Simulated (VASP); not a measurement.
# Al2H in VASP: a series of runs

Runs on Al2H. Level: PBE. Tasks: single point.

Everything below comes from runs of VASP 6.6.1. Logs are shortened: lines on timing, memory, paths and dates and some standing lists are left out, and cuts for length are marked.

**1. The cell of the first run**

It takes space group Pmmn (No. 59, orthorhombic). The conventional cell has a = 2.712 Å, b = 4.953 Å, c = 5.781 Å, α = 90.00°, β = 90.00°, γ = 90.00°. Within 2.5 Å of Al (site symmetry mm2) lie 1 H at 1.86 Å. Al (site symmetry mm2) has 2 H at 1.86 Å within 2.5 Å. Within 2.5 Å of H (site symmetry mm2) lie 3 Al at 1.86 Å.

**2. Single point, PBE**

File INCAR:

```
SYSTEM = Al2H
PREC = Accurate
ENCUT = 520
EDIFF = 1E-6
ISMEAR = 0
SIGMA = 0.1
LREAL = .FALSE.
LASPH = .TRUE.
NELM = 60
ALGO = Normal
ISIF = 2
LWAVE = .FALSE.
LCHARG = .TRUE.
GGA = PE
LELF = .TRUE.
LVHAR = .TRUE.
NBANDS = 16
```

File KPOINTS:

```
Automatic mesh
0
G
  6 4 4
  0 0 0
```

File POSCAR:

```
Al2H
1.0
    2.7115309636      0.0000000000      0.0000000000
    0.0000000000      4.9530151894      0.0000000000
    0.0000000000      0.0000000000      5.7811262460
Al H
4 2
Direct
    0.5000000000      0.0000000000      0.4296926667
    0.5000000000      0.5000000000      0.0285673928
    0.0000000000      0.0000000000      0.9714326072
    0.0000000000      0.5000000000      0.5703073333
    0.5000000000      0.0000000000      0.7517916921
    0.0000000000      0.5000000000      0.2482083079
```

Potentials or basis: VASP PAW PBE potentials, release 64 (Al, H).

Command:

```sh
> cat potpaw_PBE.64/Al/POTCAR potpaw_PBE.64/H/POTCAR > POTCAR
> mpirun -np 1 vasp_std > vasp.out
```

OUTCAR:

```text
SYSTEM = Al2H
   PREC = Accurate
   ENCUT = 520
   EDIFF = 1E-6
   ISMEAR = 0
   LREAL = .FALSE.
   LASPH = .TRUE.
   NELM = 60
   ISIF = 2
   GGA = PE

 ion  position               nearest neighbor table
   1  0.500  0.000  0.430-   5 1.86   4 2.94   4 2.94   4 2.94   4 2.94   3 2.98   3 2.98
   2  0.500  0.500  0.029-   6 1.86   6 1.86   3 2.84   3 2.84   3 2.84   3 2.84   4 2.98   4 2.98

   3  0.000  0.000  0.971-   5 1.86   5 1.86   2 2.84   2 2.84   2 2.84   2 2.84   1 2.98   1 2.98

   4  0.000  0.500  0.570-   6 1.86   1 2.94   1 2.94   1 2.94   1 2.94   2 2.98   2 2.98
   5  0.500  0.000  0.752-   3 1.86   3 1.86   1 1.86
   6  0.000  0.500  0.248-   2 1.86   2 1.86   4 1.86

  LATTYP: Found a simple orthorhombic cell.
 ALAT       =     2.7115309636
 B/A-ratio  =     1.8266489507
 C/A-ratio  =     2.1320524544

  Lattice vectors:

 A1 = (   2.7115309636,   0.0000000000,   0.0000000000)
 A2 = (   0.0000000000,   4.9530151894,   0.0000000000)
 A3 = (   0.0000000000,   0.0000000000,   5.7811262460)

Analysis of symmetry for initial positions (statically):
=====================================================================
 Subroutine PRICEL returns:
 Original cell was already a primitive cell.

 Routine SETGRP: Setting up the symmetry group for a
 simple orthorhombic supercell.

 Subroutine GETGRP returns: Found  8 space group operations
 (whereof  4 operations were pure point group operations)
 out of a pool of  8 trial point group operations.

The static configuration has the point symmetry C_2v.
 The point group associated with its full space group is D_2h.

Analysis of symmetry for dynamics (positions and initial velocities):
=====================================================================
 Subroutine PRICEL returns:
 Original cell was already a primitive cell.

 Routine SETGRP: Setting up the symmetry group for a
 simple orthorhombic supercell.

 Subroutine GETGRP returns: Found  8 space group operations
 (whereof  4 operations were pure point group operations)
 out of a pool of  8 trial point group operations.

The dynamic configuration has the point symmetry C_2v.
 The point group associated with its full space group is D_2h.

 Subroutine INISYM returns: Found  8 space group operations
 (whereof  4 operations are pure point group operations),
 and found     1 'primitive' translations

[... 101 lines left out ...]
   NELM   =     60;   NELMIN=  2; NELMDL= -5     # of ELM steps
   EDIFF  = 0.1E-05   stopping-criterion for ELM
   LREAL  =      F    real-space projection
   EDIFFG = 0.1E-04   stopping-criterion for IOM
   NSW    =      0    number of steps for IOM
   IBRION =     -1    ionic relax: 0-MD 1-quasi-New 2-CG
   NFREE  =      0    steps in history (QN), initial steepest desc. (CG)
   ISIF   =      2    stress and relaxation
   ISYM   =      2    0-nonsym 1-usesym 2-fastsym
   POTIM  = 0.5000    time-step for ionic-motion
   TEBEG  =    0.0;   TEEND  =   0.0 temperature during run
   PSTRESS=    0.0 pullay stress
   NELECT =      14.0000    total number of electrons
   NUPDOWN=      -1.0000    fix difference up-down
   EMIN   =  10.00;   EMAX   =-10.00  energy-range for DOS
   EFERMI =   0.00;   METHOD = LEGACY
   ISMEAR =     0;   SIGMA  =   0.10  broadening in eV -4-tet -1-fermi 0-gaus
   EFERMI_NEDOS =   21; number of points for ismear=-14 and -15
   IALGO  =     38    algorithm
   IMIX   =      4    mixing-type and parameters
     AMIX     =   0.40;   BMIX     =  1.00
     AMIX_MAG =   1.60;   BMIX_MAG =  1.00
  volume/ion in A,a.u.               =      12.94        87.33
  Fermi-wavevector in a.u.,A,eV,Ry     =   0.924880  1.747769 11.638459  0.855403
  Thomas-Fermi vector in A             =   2.050674
   LORBIT       =      0    0 simple, 1 ext, 2 COOP (PROOUT), +10 PAW based schemes
   GGA     = PE    functional components
   LHFCALC =     F    Hartree Fock is set to
   AEXX    =    0.0000 exact exchange contribution
   IVDW    =     0    specifies the selected vdW correction
   LEPSILON=     F    determine dielectric tensor
   LRPA    =     F    only Hartree local field effects (RPA)
 non-spin polarized calculation
 Gauss-broadening in eV      SIGMA  =   0.10
  energy-cutoff  :      520.00
  volume of cell :       77.64
 maximum number of plane-waves:      2128
   NGX = 11   NGY = 19   NGZ = 21

 number of electron      13.9999999 magnetization

 Free energy of the ion-electron system (eV)
  ---------------------------------------------------
  ext. energy  EPLUGINS =         0.00000000
  ---------------------------------------------------
  free energy    TOTEN  =       -20.58441497 eV

  energy without entropy =      -20.57889534  energy(sigma->0) =      -20.58165515

 E-fermi :   6.6745     XC(G=0):  -9.9011

 val. band max:        6.6201084451   @ k =   0.5000   0.0000   0.0000
 cond. band min:       6.6748420512   @ k =   0.1667   0.2500   0.5000
 fundamental gap:      0.0547336061
 Fermi energy:         6.6744951410

 k-point     1 :       0.0000    0.0000    0.0000
  band No.  band energies     occupation
      1      -4.5447      2.00000
      2      -1.2245      2.00000
      3       0.0801      2.00000
      4       1.5233      2.00000
      5       2.4384      2.00000
      6       3.5617      2.00000
[... 433 lines left out ...]
      3       3.0390      2.00000
      4       3.0390      2.00000
      5       4.2628      2.00000
      6       4.2628      2.00000
[... 8 lines left out ...]
     15      13.8037      0.00000
     16      13.8037      0.00000

 [... further k-points ...]
[... 5 lines left out ...]
  --------------------------------------------------------------------------------------
  -------------------------------------------------------------------------------------
  Total        1.3745004     -0.4382273     -0.4648484      0.0000000      0.0000000      0.0000000
  in kB       28.3634312     -9.0430158     -9.5923543      0.0000000      0.0000000      0.0000000
  external PRESSURE =       3.2426870 kB  Pullay stress =       0.0000000 kB

 VOLUME and BASIS-vectors are now :
 -----------------------------------------------------------------------------
  energy-cutoff  :      520.00
  volume of cell :       77.64
      direct lattice vectors                 reciprocal lattice vectors
     2.711530964  0.000000000  0.000000000     0.368795346  0.000000000  0.000000000
     0.000000000  4.953015189  0.000000000     0.000000000  0.201897221  0.000000000
     0.000000000  0.000000000  5.781126246     0.000000000  0.000000000  0.172976676

 POSITION                                       TOTAL-FORCE (eV/Angst)
 -----------------------------------------------------------------------------------
      1.35577      0.00000      2.48411         0.000000      0.000000      0.084286
      1.35577      2.47651      0.16515         0.000000      0.000000      0.094908
      0.00000      0.00000      5.61597         0.000000      0.000000     -0.094908
      0.00000      2.47651      3.29702         0.000000      0.000000     -0.084286
      1.35577      0.00000      4.34620         0.000000      0.000000      0.000538
      0.00000      2.47651      1.43492         0.000000      0.000000     -0.000538
 -----------------------------------------------------------------------------------
    total drift:                               -0.000000      0.000000     -0.000000

  FREE ENERGIE OF THE ION-ELECTRON SYSTEM (eV)
  ---------------------------------------------------
  free  energy   TOTEN  =       -20.5844149683 eV

  energy  without entropy=      -20.5788953408  energy(sigma->0) =      -20.58165515
```

Run time: 66 s. Hardware: 1 thread of Intel Xeon 8259CL, shared host; peak memory 0.2 GiB.

What came out:

* Free energy: -20.5844 eV
* Pressure: 0.3 GPa
* Largest force: 0.095 eV/Å
* Band gap on the k mesh: zero (bands 7 and 8 overlap by 4.43 eV)

Forces in eV/Å, atoms in the order of the input:
```
Al   0.000  0.000  0.084
Al   0.000  0.000  0.095
Al   0.000  0.000 -0.095
Al   0.000  0.000 -0.084
H    0.000  0.000  0.001
H    0.000  0.000 -0.001
```

Stress tensor (GPa, compression positive):
```
 2.84  0.00  0.00
 0.00 -0.90  0.00
 0.00  0.00 -0.96
```

Caveat: the k points lie up to 0.39 Å⁻¹ apart, too coarse for converged energies and pressures of a metal.

**3. Single point, PBE**

This run uses another cell than the first one: it holds 12 atoms, not 6.

File INCAR:

```
  PREC = Accurate
  ENCUT = 520
  EDIFF = 1E-7
  ISMEAR = 0
  SIGMA = 0.2
  LREAL = F
  LASPH = T
  NELM = 100
  ALGO = Normal
  ISIF = 2
  LWAVE = F
  LCHARG = F
  GGA = PE
  NBANDS = 26
```

File KPOINTS:

```
Automatic mesh
0
Gamma
  8 6 2
```

File POSCAR:

```
Al2H
1.0
    0.0070758576      0.0016430149      2.7115212334
    4.9530149639     -0.0009307125      0.0011694157
    0.0038290474     11.5622516022     -0.0024323171
Al H
8 4
Direct
   -0.0000405502      0.1668040490      0.3398505530
   -0.0000855164      0.1668702821      0.8398455886
   -0.0000411938      0.6661251666      0.1392839114
    0.0004489858      0.6662271896      0.6392869563
    0.4998471656      0.1661137518      0.1107179409
    0.4996653904      0.1661996531      0.6107105375
    0.5001155185      0.6668514232      0.4101502842
    0.4998917439      0.6669047208      0.9101472781
   -0.0002824058      0.1670114748      0.5008959680
    0.0000613026      0.1670453562      0.0008991991
    0.4999174771      0.6669153361      0.2491044696
    0.5005020825      0.6669315965      0.7491073132
```

Potentials or basis: VASP PAW PBE potentials, release 64 (Al, H).

Command:

```sh
> cat potpaw_PBE.64/Al/POTCAR potpaw_PBE.64/H/POTCAR > POTCAR
> mpirun -np 1 vasp_std > vasp.out
```

It took 5.7 min on 1 thread of Intel Xeon 8259CL, shared host; peak memory 0.34 GiB.

Results (log left out):

| Item | Value |
| --- | --- |
| Free energy | -41.0263 eV |
| Pressure | -0.1 GPa |
| Band gap on the k mesh | zero (bands 14 and 15 overlap by 3.16 eV) |

Forces on the atoms (eV/Å):
```
Al   0.000 -0.001  0.000
Al   0.000 -0.001  0.000
Al   0.001  0.002  0.000
Al   0.000  0.002  0.000
Al   0.002 -0.002  0.000
Al   0.002 -0.001  0.001
Al  -0.001  0.001 -0.001
Al  -0.001  0.002  0.000
H   -0.001  0.002  0.000
H   -0.001  0.002  0.000
H   -0.001 -0.002  0.000
H   -0.001 -0.002 -0.001
```

Stress tensor (GPa, compression positive):
```
 0.07 -0.01 -0.03
-0.01 -0.14 -0.01
-0.03 -0.01 -0.09
```

Levels at points of the mesh, in eV from the Fermi level:
| k point | band 10 | band 11 | band 12 | band 13 | band 14 | band 15 | band 16 | band 17 | band 18 | band 19 |
| --- | --- | --- | --- | --- | --- | --- | --- | --- | --- | --- |
| (0.00, 0.00, 0.00) | -3.49 | -3.18 | -3.06 | -1.44 | -1.20 | -1.10 | -0.58 | 1.24 | 3.11 | 3.76 |
| (0.50, 0.00, 0.00) | -1.98 | -1.33 | -1.32 | -0.10 | -0.10 | 0.44 | 0.45 | 1.20 | 1.21 | 1.40 |
| (0.00, 0.50, 0.00) | -5.14 | -1.24 | -1.24 | 0.40 | 0.40 | 1.53 | 1.54 | 3.24 | 3.24 | 3.82 |
| (0.50, 0.50, 0.00) | -3.02 | -2.65 | -2.61 | -1.44 | -1.43 | -0.36 | -0.33 | -0.21 | -0.18 | 0.78 |
| (0.00, 0.00, 0.50) | -4.05 | -3.90 | -3.90 | -2.07 | -2.07 | 0.65 | 0.65 | 2.12 | 2.12 | 2.74 |
| (0.50, 0.00, 0.50) | -1.55 | -1.54 | -1.54 | 0.68 | 0.68 | 0.68 | 0.69 | 1.01 | 1.01 | 1.02 |
| (0.00, 0.50, 0.50) | -3.13 | -3.13 | -3.13 | 1.43 | 1.43 | 1.43 | 1.43 | 4.15 | 4.15 | 4.15 |
| (0.50, 0.50, 0.50) | -2.48 | -2.46 | -2.46 | -1.58 | -1.58 | -1.54 | -1.54 | 1.24 | 1.24 | 1.27 |

**4. Single point, PBE**

This run uses another cell than the first one, of 12.82 Å³/atom.

File INCAR:

```
SYSTEM = Al2H
PREC = Accurate
ENCUT = 520
EDIFF = 1E-6
ISMEAR = 0
SIGMA = 0.1
LREAL = .False.
LASPH = .True.
NELM = 100
ALGO = Normal
ISIF = 2
LWAVE = .False.
LCHARG = .True.
GGA = PE
LELF = .True.
LVHAR = .True.
NBANDS = 16
```

File KPOINTS:

```
regular mesh
0
Gamma
  14 8 8
  0 0 0
```

File POSCAR:

```
Al2H
1.0
    2.7812548919      0.0000000000      0.0000000000
    0.0000000000      4.8407073782      0.0000000000
    0.0000000000      0.0000000000      5.7133741465
Al H
4 2
Direct
    0.5000000000      0.0000000000      0.4268789925
    0.5000000000      0.5000000000      0.0367069938
    0.0000000000      0.0000000000      0.9632930062
    0.0000000000      0.5000000000      0.5731210075
    0.5000000000      0.0000000000      0.7507879349
    0.0000000000      0.5000000000      0.2492120651
```

Potentials or basis: VASP PAW PBE potentials, release 64 (Al, H).

Command:

```sh
> cat potpaw_PBE.64/Al/POTCAR potpaw_PBE.64/H/POTCAR > POTCAR
> mpirun -np 1 vasp_std > vasp.out
```

OUTCAR:

```text
SYSTEM = Al2H
   PREC = Accurate
   ENCUT = 520
   EDIFF = 1E-6
   ISMEAR = 0
   LREAL = .False.
   LASPH = .True.
   NELM = 100
   ISIF = 2
   GGA = PE

 ion  position               nearest neighbor table
   1  0.500  0.000  0.427-   5 1.85   4 2.91   4 2.91   4 2.91   4 2.91   3 2.99   3 2.99   2 3.29
                             2 3.29
   2  0.500  0.500  0.037-   6 1.85   6 1.85   3 2.82   3 2.82   3 2.82   3 2.82   4 2.99   4 2.99
                             1 3.29   1 3.29
   3  0.000  0.000  0.963-   5 1.85   5 1.85   2 2.82   2 2.82   2 2.82   2 2.82   1 2.99   1 2.99
                             4 3.29   4 3.29
   4  0.000  0.500  0.573-   6 1.85   1 2.91   1 2.91   1 2.91   1 2.91   2 2.99   2 2.99   3 3.29
                             3 3.29
   5  0.500  0.000  0.751-   3 1.85   3 1.85   1 1.85
   6  0.000  0.500  0.249-   2 1.85   2 1.85   4 1.85

  LATTYP: Found a simple orthorhombic cell.
 ALAT       =     2.7812548919
 B/A-ratio  =     1.7404759960
 C/A-ratio  =     2.0542432710

  Lattice vectors:

 A1 = (   2.7812548919,   0.0000000000,   0.0000000000)
 A2 = (   0.0000000000,   4.8407073782,   0.0000000000)
 A3 = (   0.0000000000,   0.0000000000,   5.7133741465)

Analysis of symmetry for initial positions (statically):
[... 186 lines left out ...]
 val. band max:        6.7685098512   @ k =   0.4286   0.0000   0.2500
 cond. band min:       6.7899136234   @ k =   0.5000   0.1250   0.5000
 fundamental gap:      0.0214037723
 Fermi energy:         6.7829948622

 k-point     1 :       0.0000    0.0000    0.0000
  band No.  band energies     occupation
      1      -4.5267      2.00000
      2      -1.1608      2.00000
      3       0.2943      2.00000
      4       1.9176      2.00000
      5       2.6449      2.00000
      6       3.9203      2.00000
[... 433 lines left out ...]
      3       3.3226      2.00000
      4       3.3226      2.00000
      5       4.9582      2.00000
      6       4.9582      2.00000
[... 8 lines left out ...]
     15      13.9727      0.00000
     16      13.9727      0.00000

 [... further k-points ...]
[... 5 lines left out ...]
  --------------------------------------------------------------------------------------
  -------------------------------------------------------------------------------------
  Total       -0.0313522     -0.0495486     -0.0366069      0.0000000      0.0000000      0.0000000
  in kB       -0.6530353     -1.0320471     -0.7624852      0.0000000      0.0000000      0.0000000
  external PRESSURE =      -0.8158559 kB  Pullay stress =       0.0000000 kB

 VOLUME and BASIS-vectors are now :
 -----------------------------------------------------------------------------
  energy-cutoff  :      520.00
  volume of cell :       76.92
      direct lattice vectors                 reciprocal lattice vectors
     2.781254892  0.000000000  0.000000000     0.359549929  0.000000000  0.000000000
     0.000000000  4.840707378  0.000000000     0.000000000  0.206581378  0.000000000
     0.000000000  0.000000000  5.713374146     0.000000000  0.000000000  0.175027921

 POSITION                                       TOTAL-FORCE (eV/Angst)
 -----------------------------------------------------------------------------------
      1.39063      0.00000      2.43892         0.000000      0.000000     -0.004235
      1.39063      2.42035      0.20972         0.000000      0.000000      0.006479
      0.00000      0.00000      5.50365         0.000000      0.000000     -0.006479
      0.00000      2.42035      3.27445         0.000000      0.000000      0.004235
      1.39063      0.00000      4.28953         0.000000      0.000000      0.008848
      0.00000      2.42035      1.42384         0.000000      0.000000     -0.008848
 -----------------------------------------------------------------------------------
    total drift:                                0.000000      0.000000     -0.000000

  FREE ENERGIE OF THE ION-ELECTRON SYSTEM (eV)
  ---------------------------------------------------
  free  energy   TOTEN  =       -20.5525391817 eV

  energy  without entropy=      -20.5478103901  energy(sigma->0) =      -20.55017479
```

Wall time 4.7 min (1 thread of Intel Xeon 8259CL, shared host); peak memory 0.32 GiB.

Results:

- Free energy: -20.5525 eV
- Pressure: -0.1 GPa
- Largest force: 0.009 eV/Å
- Band gap on the k mesh: zero (bands 7 and 8 overlap by 4.96 eV)

Forces in eV/Å, atoms in the order of the input:
```
Al   0.000  0.000 -0.004
Al   0.000  0.000  0.006
Al   0.000  0.000 -0.006
Al   0.000  0.000  0.004
H    0.000  0.000  0.009
H    0.000  0.000 -0.009
```

Levels at points of the mesh, in eV from the Fermi level:
| k point | band 5 | band 6 | band 7 | band 8 | band 9 | band 10 |
| --- | --- | --- | --- | --- | --- | --- |
| (0.00, 0.00, 0.00) | -4.14 | -2.86 | -0.78 | -0.03 | 1.36 | 5.57 |
| (0.50, 0.00, 0.00) | -2.01 | -2.01 | -0.10 | -0.10 | 0.35 | 0.35 |
| (0.00, 0.50, 0.00) | -4.93 | -4.93 | 2.02 | 2.02 | 6.48 | 6.48 |
| (0.50, 0.50, 0.00) | -1.54 | -1.54 | -0.39 | -0.39 | -0.19 | -0.19 |
| (0.00, 0.00, 0.50) | -3.30 | -2.88 | -1.18 | -0.91 | 3.65 | 4.31 |
| (0.50, 0.00, 0.50) | -1.22 | -1.22 | 1.14 | 1.14 | 1.55 | 1.55 |
| (0.00, 0.50, 0.50) | -0.97 | -0.97 | 0.73 | 0.73 | 3.73 | 3.73 |
| (0.50, 0.50, 0.50) | -3.17 | -3.17 | -2.85 | -2.85 | 3.17 | 3.17 |

**5. The runs side by side**

| cell | k mesh | smearing | gap on the mesh (eV) | pressure (GPa) | largest force (eV/Å) |
| --- | --- | --- | --- | --- | --- |
| a = 2.712, b = 4.953, c = 5.781 Å, 6 atoms, atomic positions A | 6 × 4 × 4 | gaussian 0.1 eV | none | 0.3 | 0.09 |
| a = 2.712, b = 4.953, c = 11.562 Å, angles 90.0, 90.0, 89.8°, 12 atoms, atomic positions B | 8 × 6 × 2 | gaussian 0.2 eV | none | -0.1 | - |
| a = 2.781, b = 4.841, c = 5.713 Å, 6 atoms, atomic positions C | 14 × 8 × 8 | gaussian 0.1 eV | none | -0.1 | 0.01 |

Alike in all rows: task single point; level PBE; potentials or basis VASP PAW PBE potentials, release 64 (Al, H); no spin polarisation; cutoff (eV) 520.

Caveats: some runs use coarse meshes.

Total energies depend on the potentials used, so only differences within one code and one set of settings carry meaning.

The gap in the log of VASP goes by the Fermi energy; the results here count the filled bands.